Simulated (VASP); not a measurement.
The system is HgH.

```
Hg H
1.0
     3.41820    0.00000    0.00000
    -1.70910    2.96025    0.00000
     0.00000    0.00000    5.63179
Hg H
2 2
Cartesian
  0.0000 1.9735 4.2238
  1.7091 0.9867 1.4079
  0.0000 0.0000 0.0000
  0.0000 0.0000 2.8159
```

* Program: VASP 6.6.1
* Task: relaxation of cell and atoms
* Functional: PBE
* Potentials or basis: VASP PAW PBE potentials, release 64 (Hg, H)
* Cutoff: 600 eV
* k mesh: 15 × 15 × 8
* Occupations: gaussian, width 0.1 eV
* Spin: no spin polarisation

At the start: pressure 1.9 GPa; volume 14.25 Å³/atom.

Task: How do energy, volume and symmetry change on relaxing?

Result: Over 16 steps the energy falls by 5.5 meV/atom and the volume is 14.76 Å³/atom (+3.6 %); space group P6_3/mmc (No. 194, to 0.05 Å).

Step by step:
| step | energy change (eV) | largest force (eV/Å) | pressure (GPa) | volume (Å³) |
| --- | --- | --- | --- | --- |
| 1 | 0.0000 | 0.0000 | 1.93 | 56.99 |
| 2 | -0.0114 | 0.0000 | 0.61 | 58.41 |
| 3 | -0.0130 | 0.0000 | 0.05 | 59.12 |
| 4 | -0.0131 | 0.0000 | 0.03 | 59.20 |
| 5 | -0.0130 | 0.0000 | -0.11 | 59.37 |
| 6 | -0.0131 | 0.0000 | -0.05 | 59.26 |
| 7 | -0.0132 | 0.0000 | -0.04 | 59.26 |
| 8 | -0.0138 | 0.0000 | -0.04 | 59.26 |
| 9 | -0.0148 | 0.0000 | -0.05 | 59.26 |
| 10 | -0.0179 | 0.0000 | -0.07 | 59.24 |
| 11 | -0.0197 | 0.0000 | -0.12 | 59.14 |
| 12 | -0.0211 | 0.0000 | -0.10 | 59.21 |
| 13 | -0.0216 | 0.0000 | -0.13 | 59.18 |
| 14 | -0.0217 | 0.0000 | -0.13 | 59.19 |
| 15 | -0.0200 | 0.0000 | 0.64 | 58.22 |
| 16 | -0.0218 | 0.0000 | -0.02 | 59.04 |

Final structure:
```yaml
crystal:
  lattice:
    - [3.54891, 0.00000, 0.00000]
    - [-1.77446, 3.07345, 0.00000]
    - [0.00000, 0.00000, 5.41261]
  atoms:
    - { symbol: Hg, position: [0.33333, 0.66667, 0.75000] }
    - { symbol: Hg, position: [0.66667, 0.33333, 0.25000] }
    - { symbol: H, position: [0.00000, 0.00000, 0.00000] }
    - { symbol: H, position: [0.00000, 0.00000, 0.50000] }
```
